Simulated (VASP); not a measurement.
# FeGe (P6/mmm) in VASP: further runs

Aim: see how the results for FeGe move with the level of theory and the settings. Levels: PBEsol, LDA. Tasks: single point, relaxation of cell and atoms.

Everything below comes from runs of VASP 6.6.1. Logs are shortened: lines on timing, memory, paths and dates and some standing lists are left out, and cuts for length are marked.

## 1. The cell of the first run

Symmetry: P6/mmm, No. 191, hexagonal system. The conventional cell has a = 4.719 Å, b = 4.719 Å, c = 3.759 Å, α = 90.00°, β = 90.00°, γ = 120.00°. Ge (site symmetry -6m2) has 6 Fe at 2.32 Å and 3 Ge at 2.72 Å within 3.1 Å. Ge (site symmetry 6/mmm) has 6 Fe at 2.36 Å within 3.1 Å. Within 3.1 Å of Fe (site symmetry mmm) lie 6 Ge at 2.32 to 2.36 Å and 4 Fe at 2.36 Å.

## 2. Single point, PBEsol, collinear spin, ferromagnetic start

Input file INCAR:

```
  PREC = Accurate
  ENCUT = 520
  EDIFF = 1E-7
  ISMEAR = -1
  SIGMA = 0.05
  LREAL = F
  LASPH = T
  NELM = 150
  ALGO = Normal
  ISIF = 2
  LWAVE = F
  LCHARG = T
  ISPIN = 2
  MAGMOM = 0 0 0 3 3 3
  LORBIT = 11
  LMAXMIX = 4
  GGA = PS
  LELF = T
  LVHAR = T
  NBANDS = 46
```

Input file KPOINTS:

```
regular mesh
0
Gamma
  6 6 7
```

Input file POSCAR:

```
FeGe
1.0
    4.7185615139      0.0000000000      0.0000000000
   -2.3592807570      4.0863941404      0.0000000000
    0.0000000000      0.0000000000      3.7592416821
Ge Fe
3 3
Direct
    0.6666666667      0.3333333333      0.5000000000
    0.3333333333      0.6666666667      0.5000000000
    0.0000000000      0.0000000000      0.0000000000
    0.0000000000      0.5000000000      0.0000000000
    0.5000000000      0.5000000000      0.0000000000
    0.5000000000      0.0000000000      0.0000000000
```

Potentials or basis: VASP PAW PBE potentials, release 64 (Ge_d, Fe).

Launch:

```sh
$ cat potpaw_PBE.64/Ge_d/POTCAR potpaw_PBE.64/Fe/POTCAR > POTCAR
$ mpirun -np 1 vasp_std > vasp.out
```

OUTCAR:

```text
PREC = Accurate
   ENCUT = 520
   EDIFF = 1E-7
   ISMEAR = -1
   LREAL = F
   LASPH = T
   NELM = 150
   ISIF = 2
   ISPIN = 2
   LORBIT = 11
   GGA = PS

 ion  position               nearest neighbor table
   1  0.667  0.333  0.500-   4 2.32   4 2.32   6 2.32   6 2.32   5 2.32   5 2.32   2 2.72   2 2.72
                             2 2.72
   2  0.333  0.667  0.500-   4 2.32   4 2.32   6 2.32   6 2.32   5 2.32   5 2.32   1 2.72   1 2.72
                             1 2.72
   3  0.000  0.000  0.000-   6 2.36   6 2.36   5 2.36   5 2.36   4 2.36   4 2.36
   4  0.000  0.500  0.000-   1 2.32   2 2.32   1 2.32   2 2.32   5 2.36   5 2.36   6 2.36   6 2.36
                             3 2.36   3 2.36
   5  0.500  0.500  0.000-   1 2.32   2 2.32   1 2.32   2 2.32   4 2.36   4 2.36   3 2.36   3 2.36
                             6 2.36   6 2.36
   6  0.500  0.000  0.000-   1 2.32   2 2.32   1 2.32   2 2.32   3 2.36   3 2.36   4 2.36   4 2.36
                             5 2.36   5 2.36

  LATTYP: Found a hexagonal cell.
 ALAT       =     4.7185615139
 C/A-ratio  =     0.7966923121

  Lattice vectors:

 A1 = (   4.7185615139,   0.0000000000,   0.0000000000)
 A2 = (  -2.3592807570,   4.0863941404,   0.0000000000)
 A3 = (   0.0000000000,   0.0000000000,   3.7592416821)

Analysis of symmetry for initial positions (statically):
=====================================================================
 Subroutine PRICEL returns:
 Original cell was already a primitive cell.

 Routine SETGRP: Setting up the symmetry group for a
 hexagonal supercell.

 Subroutine GETGRP returns: Found 24 space group operations
 (whereof 24 operations were pure point group operations)
 out of a pool of 24 trial point group operations.

The static configuration has the point symmetry D_6h.

Analysis of symmetry for dynamics (positions and initial velocities):
=====================================================================
 Subroutine PRICEL returns:
 Original cell was already a primitive cell.

 Routine SETGRP: Setting up the symmetry group for a
 hexagonal supercell.

 Subroutine GETGRP returns: Found 24 space group operations
 (whereof 24 operations were pure point group operations)
 out of a pool of 24 trial point group operations.

The dynamic configuration has the point symmetry D_6h.

Analysis of structural, dynamic, and magnetic symmetry:
=====================================================================
 Subroutine PRICEL returns:
 Original cell was already a primitive cell.

 Routine SETGRP: Setting up the symmetry group for a
 hexagonal supercell.

 Subroutine GETGRP returns: Found 24 space group operations
 (whereof 24 operations were pure point group operations)
 out of a pool of 24 trial point group operations.

The overall configuration has the point symmetry D_6h.

 Subroutine INISYM returns: Found 24 space group operations
 (whereof 24 operations are pure point group operations),
 and found     1 'primitive' translations

----------------------------------------------------------------------------------------

                                     Primitive cell

  volume of cell :      72.4853

  direct lattice vectors                    reciprocal lattice vectors
     4.718561514  0.000000000  0.000000000     0.211928995  0.122357262  0.000000000
    -2.359280757  4.086394140  0.000000000     0.000000000  0.244714525  0.000000000
     0.000000000  0.000000000  3.759241682     0.000000000  0.000000000  0.266011096

  length of vectors
     4.718561514  4.718561514  3.759241682     0.244714525  0.244714525  0.266011096

  position of ions in fractional coordinates (direct lattice)
     0.666666667  0.333333333  0.500000000
     0.333333333  0.666666667  0.500000000
     0.000000000  0.000000000  0.000000000
     0.000000000  0.500000000  0.000000000
     0.500000000  0.500000000  0.000000000
     0.500000000  0.000000000  0.000000000

  ion indices of the primitive-cell ions
   primitive index   ion index
                 1           1
                 2           2
                 3           3
                 4           4
                 5           5
                 6           6

----------------------------------------------------------------------------------------

 KPOINTS: regular mesh

Automatic generation of k-mesh.
 Grid dimensions read from file:
 generate k-points for:    6    6    7

 Generating k-lattice:

  Cartesian coordinates                     Fractional coordinates (reciprocal lattice)
     0.035321499  0.020392877  0.000000000     0.166666667  0.000000000  0.000000000
     0.000000000  0.040785754  0.000000000     0.000000000  0.166666667  0.000000000
     0.000000000  0.000000000  0.038001585     0.000000000  0.000000000  0.142857143

  Length of vectors
     0.040785754  0.040785754  0.038001585

  Shift w.r.t. Gamma in fractional coordinates (k-lattice)
     0.000000000  0.000000000  0.000000000

 Subroutine IBZKPT returns following result:
 ===========================================

 Found     28 irreducible k-points:

 Following reciprocal coordinates:
            Coordinates               Weight
  0.000000  0.000000  0.000000      1.000000
  0.166667  0.000000  0.000000      6.000000
  0.333333  0.000000  0.000000      6.000000
  0.500000  0.000000  0.000000      3.000000
  0.166667  0.166667  0.000000      6.000000
  0.333333  0.166667  0.000000     12.000000
[... 16 lines left out ...]
  0.166667  0.000000  0.428571     12.000000
  0.333333  0.000000  0.428571     12.000000
 [... further k-points ...]
   k-points           NKPTS =     28   k-points in BZ     NKDIM =     28   number of bands    NBANDS=     46
   number of dos      NEDOS =    301   number of ions     NIONS =      6
   total plane-waves  NPLWV =  36288
   dimension x,y,z NGX =    36 NGY =   36 NGZ =   28
   dimension x,y,z NGXF=    72 NGYF=   72 NGZF=   56
   ions per type =               3   3
   NGX,Y,Z   is equivalent  to a cutoff of  12.68, 12.68, 12.38 a.u.
   NGXF,Y,Z  is equivalent  to a cutoff of  25.37, 25.37, 24.77 a.u.
 SYSTEM =  unknown system
   PREC   = accura    normal or accurate (medium, high low for compatibility)
   ISTART =      0    job   : 0-new  1-cont  2-samecut
   ICHARG =      2    charge: 1-file 2-atom 10-const
   ISPIN  =      2    spin polarized calculation?
   LNONCOLLINEAR =      F non collinear calculations
   LSORBIT =      F    spin-orbit coupling
   LASPH  =      T    aspherical Exc in radial PAW
   ENCUT  =  520.0 eV  38.22 Ry    6.18 a.u.   8.77  8.77  6.99*2*pi/ulx,y,z
   NELM   =    150;   NELMIN=  2; NELMDL= -5     # of ELM steps
   EDIFF  = 0.1E-06   stopping-criterion for ELM
   LREAL  =      F    real-space projection
   EDIFFG = 0.1E-05   stopping-criterion for IOM
   NSW    =      0    number of steps for IOM
   IBRION =     -1    ionic relax: 0-MD 1-quasi-New 2-CG
   NFREE  =      0    steps in history (QN), initial steepest desc. (CG)
   ISIF   =      2    stress and relaxation
   ISYM   =      2    0-nonsym 1-usesym 2-fastsym
   POTIM  = 0.5000    time-step for ionic-motion
   TEBEG  =    0.0;   TEEND  =   0.0 temperature during run
   PSTRESS=    0.0 pullay stress
   NELECT =      66.0000    total number of electrons
   NUPDOWN=      -1.0000    fix difference up-down
   EMIN   =  10.00;   EMAX   =-10.00  energy-range for DOS
   EFERMI =   0.00;   METHOD = LEGACY
   ISMEAR =    -1;   SIGMA  =   0.05  broadening in eV -4-tet -1-fermi 0-gaus
   EFERMI_NEDOS =   21; number of points for ismear=-14 and -15
   IALGO  =     38    algorithm
   IMIX   =      4    mixing-type and parameters
     AMIX     =   0.40;   BMIX     =  1.00
     AMIX_MAG =   1.60;   BMIX_MAG =  1.00
  volume/ion in A,a.u.               =      12.08        81.53
  Fermi-wavevector in a.u.,A,eV,Ry     =   1.586741  2.998506 34.256037  2.517748
  Thomas-Fermi vector in A             =   2.686006
   LORBIT       =     11    0 simple, 1 ext, 2 COOP (PROOUT), +10 PAW based schemes
   GGA     = PS    functional components
   LHFCALC =     F    Hartree Fock is set to
   AEXX    =    0.0000 exact exchange contribution
   IVDW    =     0    specifies the selected vdW correction
   LEPSILON=     F    determine dielectric tensor
   LRPA    =     F    only Hartree local field effects (RPA)
 spin polarized calculation
  energy-cutoff  :      520.00
  volume of cell :       72.49
 maximum number of plane-waves:      1970
 NGX is ok and might be reduce to    36
   NGX = 17   NGY = 17   NGZ = 13

 number of electron      65.9999966 magnetization       3.1324953

 Free energy of the ion-electron system (eV)
  ---------------------------------------------------
  ext. energy  EPLUGINS =         0.00000000
  ---------------------------------------------------
  free energy    TOTEN  =       -41.92426858 eV

  energy without entropy =      -41.88785076  energy(sigma->0) =      -41.90605967

 E-fermi :   8.7855     XC(G=0): -13.2177

 val. band max:        8.7466581946   @ k =   0.1667   0.1667   0.4286
 cond. band min:       8.7896709622   @ k =   0.0000   0.0000   0.2857
 fundamental gap:      0.0430127676
 Fermi energy:         8.7855383764

 spin component 1

 k-point     1 :       0.0000    0.0000    0.0000
  band No.  band energies     occupation
      1     -16.0913      1.00000
      2     -16.0055      1.00000
      3     -16.0055      1.00000
      4     -15.9208      1.00000
      5     -15.9208      1.00000
      6     -15.8997      1.00000
[... 37 lines left out ...]
     44      16.9356      0.00000
     45      16.9356      0.00000

 k-point     2 :       0.1667    0.0000    0.0000
  band No.  band energies     occupation
      1     -16.0894      1.00000
      2     -16.0059      1.00000
      3     -16.0046      1.00000
      4     -15.9318      1.00000
      5     -15.9265      1.00000
      6     -15.9011      1.00000
[... 1048 lines left out ...]
 k-point    24 :       0.3333    0.0000    0.4286
  band No.  band energies     occupation
      1     -16.0767      1.00000
      2     -16.0112      1.00000
      3     -16.0072      1.00000
      4     -15.9393      1.00000
      5     -15.9360      1.00000
      6     -15.9015      1.00000
[... 37 lines left out ...]
     44      17.8752      0.00000
     45      18.7057      0.00000

 [... further k-points ...]

 spin component 2

 k-point     1 :       0.0000    0.0000    0.0000
  band No.  band energies     occupation
      1     -16.0963      1.00000
      2     -16.0155      1.00000
      3     -16.0155      1.00000
      4     -15.9280      1.00000
      5     -15.9280      1.00000
      6     -15.9078      1.00000
[... 37 lines left out ...]
     44      17.0761      0.00000
     45      17.0761      0.00000

 k-point     2 :       0.1667    0.0000    0.0000
  band No.  band energies     occupation
      1     -16.0945      1.00000
      2     -16.0158      1.00000
      3     -16.0146      1.00000
      4     -15.9389      1.00000
      5     -15.9338      1.00000
      6     -15.9093      1.00000
[... 1048 lines left out ...]
 k-point    24 :       0.3333    0.0000    0.4286
  band No.  band energies     occupation
      1     -16.0818      1.00000
      2     -16.0210      1.00000
      3     -16.0172      1.00000
      4     -15.9467      1.00000
      5     -15.9436      1.00000
      6     -15.9100      1.00000
[... 37 lines left out ...]
     44      17.9902      0.00000
     45      18.8055      0.00000

 [... further k-points ...]

 [bands above 45 left out]

------------------------ aborting loop because EDIFF is reached ----------------------------------------

  FORCE on cell =-STRESS in cart. coord.  units (eV):
  Direction    XX          YY          ZZ          XY          YZ          ZX
  --------------------------------------------------------------------------------------
  -------------------------------------------------------------------------------------
  Total       13.7890407     13.7890407     13.8326661     -0.0000000     -0.0000000      0.0000000
  in kB      304.7856485    304.7856485    305.7499222     -0.0000000     -0.0000000      0.0000000
  external PRESSURE =     305.1070731 kB  Pullay stress =       0.0000000 kB

 VOLUME and BASIS-vectors are now :
 -----------------------------------------------------------------------------
  energy-cutoff  :      520.00
  volume of cell :       72.49
      direct lattice vectors                 reciprocal lattice vectors
     4.718561514  0.000000000  0.000000000     0.211928995  0.122357262  0.000000000
    -2.359280757  4.086394140  0.000000000     0.000000000  0.244714525  0.000000000
     0.000000000  0.000000000  3.759241682     0.000000000  0.000000000  0.266011096

 POSITION                                       TOTAL-FORCE (eV/Angst)
 -----------------------------------------------------------------------------------
      2.35928      1.36213      1.87962         0.000000      0.000000     -0.000000
     -0.00000      2.72426      1.87962        -0.000000      0.000000      0.000000
      0.00000      0.00000      0.00000         0.000000      0.000000     -0.000000
     -1.17964      2.04320      0.00000         0.000000      0.000000     -0.000000
      1.17964      2.04320      0.00000         0.000000      0.000000     -0.000000
      2.35928      0.00000      0.00000         0.000000      0.000000     -0.000000
 -----------------------------------------------------------------------------------
    total drift:                                0.000000      0.000000     -0.000000

  FREE ENERGIE OF THE ION-ELECTRON SYSTEM (eV)
  ---------------------------------------------------
  free  energy   TOTEN  =       -41.9242685779 eV

  energy  without entropy=      -41.8878507626  energy(sigma->0) =      -41.90605967

 total charge

# of ion       s       p       d       tot
------------------------------------------
    1        1.136   1.382  10.162  12.680
    2        1.136   1.382  10.162  12.680
    3        1.146   1.273  10.113  12.533
    4        0.522   0.757   6.647   7.926
    5        0.522   0.757   6.647   7.926
    6        0.522   0.757   6.647   7.926
--------------------------------------------------
tot          4.983   6.309  50.378  61.670

 magnetization (x)

# of ion       s       p       d       tot
------------------------------------------
    1       -0.008  -0.038   0.001  -0.045
    2       -0.008  -0.038   0.001  -0.045
    3       -0.003  -0.063   0.013  -0.053
    4        0.003   0.004   1.078   1.085
    5        0.003   0.004   1.078   1.085
    6        0.003   0.004   1.078   1.085
--------------------------------------------------
tot         -0.010  -0.125   3.249   3.114
```

Wall time 3.1 min (1 thread of Intel Xeon Platinum 8488C (Sapphire Rapids), shared host); peak memory 0.29 GiB.

Results:

```
Free energy                                           : -41.9243 eV
Pressure                                              : 30.5 GPa
Net moment                                            : 3.13 μB per cell
Site moments                                          : Ge -0.04, -0.05 (each value once); Fe +1.08 μB
Valence electrons inside the program's atomic spheres : Ge 12.68, 12.53 (each value once); Fe 7.93
```

Levels at points of the mesh, in eV from the Fermi level:
Spin up:
| k point | band 30 | band 31 | band 32 | band 33 | band 34 | band 35 | band 36 | band 37 | band 38 | band 39 |
| --- | --- | --- | --- | --- | --- | --- | --- | --- | --- | --- |
| (0.00, 0.00, 0.00) | -1.21 | -1.21 | -0.96 | -0.89 | -0.89 | 0.62 | 0.85 | 2.12 | 2.12 | 3.52 |
| (0.50, 0.00, 0.00) | -1.87 | -1.60 | -1.05 | -0.90 | 1.09 | 1.22 | 1.77 | 2.17 | 3.32 | 4.09 |
Spin down:
| k point | band 27 | band 28 | band 29 | band 30 | band 31 | band 32 | band 33 | band 34 | band 35 | band 36 |
| --- | --- | --- | --- | --- | --- | --- | --- | --- | --- | --- |
| (0.00, 0.00, 0.00) | -2.90 | -2.03 | -2.03 | 0.15 | 0.15 | 0.26 | 0.34 | 0.34 | 1.46 | 1.67 |
| (0.50, 0.00, 0.00) | -2.48 | -2.02 | -1.20 | -0.77 | -0.50 | 0.14 | 0.32 | 1.86 | 1.95 | 2.11 |

Caveat: the cell stands under pressure; the PAW data sets were made with another functional, which shifts forces and pressure a little.

[end of part 1 of 2]
